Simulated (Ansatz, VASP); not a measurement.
**Co: VASP beside Ansatz**

Contents of INCAR:

```
SYSTEM = Co
PREC = Accurate
ENCUT = 520
EDIFF = 1E-7
ISMEAR = -1
SIGMA = 0.05
LREAL = .FALSE.
LASPH = .TRUE.
NELM = 150
ALGO = Normal
ISIF = 2
LWAVE = .FALSE.
LCHARG = .FALSE.
ISPIN = 2
MAGMOM = 1.714 1.714
LORBIT = 11
LMAXMIX = 4
GGA = RE
NBANDS = 20
```

KPOINTS

```
Automatic mesh
0
G
  23 23 13
  0 0 0
```

The input POSCAR:

```
Co
1.0
    2.6089786406      0.0000000000      0.0000000000
   -1.3044893203      2.2594417807      0.0000000000
    0.0000000000      0.0000000000      4.2123605802
Co
2
Direct
    0.3333333333      0.6666666667      0.2500000000
    0.6666666667      0.3333333333      0.7500000000
```

Input for Ansatz:

```yaml
crystal:
  lattice:
    - [2.6089786406, 0.0, 0.0]
    - [-1.3044893203, 2.2594417807, 0.0]
    - [0.0, 0.0, 4.2123605802]
  atoms:
    - { symbol: Co, position: [0.3333333333, 0.6666666667, 0.25], spin: 1.714 }
    - { symbol: Co, position: [0.6666666667, 0.3333333333, 0.75], spin: 1.714 }
hamiltonian:
  xc: revpbe
  pseudopotentials:
    kind: paw
    azcp:
      Co: "pseudopotentials/Co.paw.azcp"
basis:
  ecutwfc: 420
  fft_grid_basis: typed
kpoints:
  mp_grid: { grid: [23, 23, 13], shift: [0, 0, 0] }
magnetization:
  spin_polarized: true
scf:
  occupations: { method: fermi_dirac, width: 0.05 }
output:
  stress: true
```

Alike in both runs: task single point; functional revPBE; k mesh 23 × 23 × 13; occupations fermi-dirac, width 0.05 eV; collinear spin.

```csv
,VASP,Ansatz
version,VASP 6.6.1,Ansatz 0.2.0
potentials or method,"VASP PAW PBE potentials, release 64 (Co), cutoff 520 eV","plane waves (420 eV) with PAW, scalar-relativistic"
valence electrons in the cell,18,34
```

Ansatz gave:

- pressure (GPa): -17.2
- traceless stress, the component that is largest in VASP (GPa): 0.53
- net moment per atom (μB): 1.72
- size of the moment on the site where the two differ most (μB): 1.82

**Question.** Estimate VASP's values.

**Answer.** Pressure (GPa): -17.2; traceless stress, the component that is largest in VASP (GPa): 0.35; net moment per atom (μB): 1.71; size of the moment on the site where the two differ most (μB): 1.76.

VASP's potentials were made for PBE, not for revPBE. Site moments also hang on the region over which each program counts them. With one functional, cell and mesh, what is left measures potentials, basis and numerics. VASP's potentials hold 18 valence electrons a cell and Ansatz's 34, so a difference there can come from the potentials and not from the codes.
